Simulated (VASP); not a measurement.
Ge, 2 atoms in the cell. Symmetry: Fd-3m, No. 227, cubic system. Conventional cell: a = 5.762 Å, b = 5.762 Å, c = 5.762 Å, α = 90.00°, β = 90.00°, γ = 90.00°. Ge (site symmetry -43m) has 4 Ge at 2.49 Å within 3.3 Å. 

| Quantity | Value |
| --- | --- |
| Program | VASP 6.6.1 |
| Task | single point |
| Functional | PBE |
| Potentials or basis | VASP PAW PBE potentials, release 64 (Ge_d) |
| Cutoff | 500 eV |
| k mesh | 12 × 12 × 12 |
| Occupations | gaussian, width 0.01 eV |
| Spin | no spin polarisation |
| Dipole correction | no |
| Further INCAR settings | ALGO = Normal; EDIFF = 1e-06; NBANDS = 21 |

Potentials or basis: VASP PAW PBE potentials, release 64 (Ge_d).

The run is started by

```sh
$ cat potpaw_PBE.64/Ge_d/POTCAR > POTCAR
$ mpirun -np 1 vasp_std > vasp.out
```

Hardware: 1 thread of Intel Xeon 8259CL (shared host).

Q: Estimate the wall time of this run.

A: Run time: 97 s on 1 thread of Intel Xeon 8259CL (shared host), peak memory 0.2 GiB. Counts: scf iterations 12, k points 72.
